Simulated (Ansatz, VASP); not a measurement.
# Two plane-wave programs on Ni

File INCAR:

```
PREC = Accurate
ENCUT = 520
EDIFF = 1E-7
ISMEAR = 0
SIGMA = 0.15
LREAL = False
LASPH = True
NELM = 150
ALGO = Normal
ISIF = 2
LWAVE = False
LCHARG = True
ISPIN = 2
MAGMOM = 0.81
LORBIT = 11
LMAXMIX = 4
GGA = PS
LELF = True
LVHAR = True
NBANDS = 15
```

Contents of KPOINTS:

```
regular mesh
0
Gamma
  22 22 22
```

Contents of POSCAR:

```
Ni
1.0
    0.0000000000      1.6265140000      1.8386680000
    1.6265140000      0.0000000000      1.8386680000
    1.6265140000      1.6265140000      0.0000000000
Ni
1
Direct
    0.0000000000      0.0000000000      0.0000000000
```

Input for Ansatz:

```yaml
crystal:
  lattice:
    - [0.0, 1.626514, 1.838668]
    - [1.626514, 0.0, 1.838668]
    - [1.626514, 1.626514, 0.0]
  atoms:
    - { symbol: Ni, position: [0.0, 0.0, 0.0], spin: 0.81 }
basis:
  ecutwfc: 420
kpoints:
  mp_grid: { grid: [22, 22, 22] }
hamiltonian:
  xc: pbesol
scf:
  occupations: { method: gaussian, width: 0.15 }
output:
  forces: true
  stress: true
  eigenvalues: true
  populations: true
magnetization:
  spin_polarized: true
```

Change from the starting cell: strain -0.080 along x and y, +0.040 along z, atoms carried along.

Alike in both runs: task single point; functional PBEsol; k mesh 22 × 22 × 22; occupations gaussian, width 0.15 eV; collinear spin.

|  | VASP | Ansatz |
| --- | --- | --- |
| version | VASP 6.6.1 | Ansatz 0.2.0 |
| potentials or method | VASP PAW PBE potentials, release 64 (Ni), cutoff 520 eV | scalar-relativistic, plane waves, PAW |
| valence electrons in the cell | 10 | 18 |

|  | VASP | Ansatz | Ansatz less VASP |
| --- | --- | --- | --- |
| gap on the k mesh at the Fermi level (eV) | none | none | - |
| pressure (GPa) | 18.9 | 19.2 | +0.38 |
| traceless stress, the component that is largest in VASP (GPa) | -16.24 | -16.73 | -0.496 |
| net moment per atom (μB) | 0.57 | 0.58 | +0.011 |
| size of the moment on the site where the two differ most (μB) | 0.57 | 0.61 | +0.041 |

VASP's potentials were made for PBE, not for PBEsol. Site moments also hang on the region over which each program counts them. A gap of «none» marks a metal or a gap that the smearing closes. The functional is the same, so the differences come from potentials, cutoffs and numerics. VASP's potentials hold 10 valence electrons a cell and Ansatz's 18, so a difference there can come from the potentials and not from the codes.
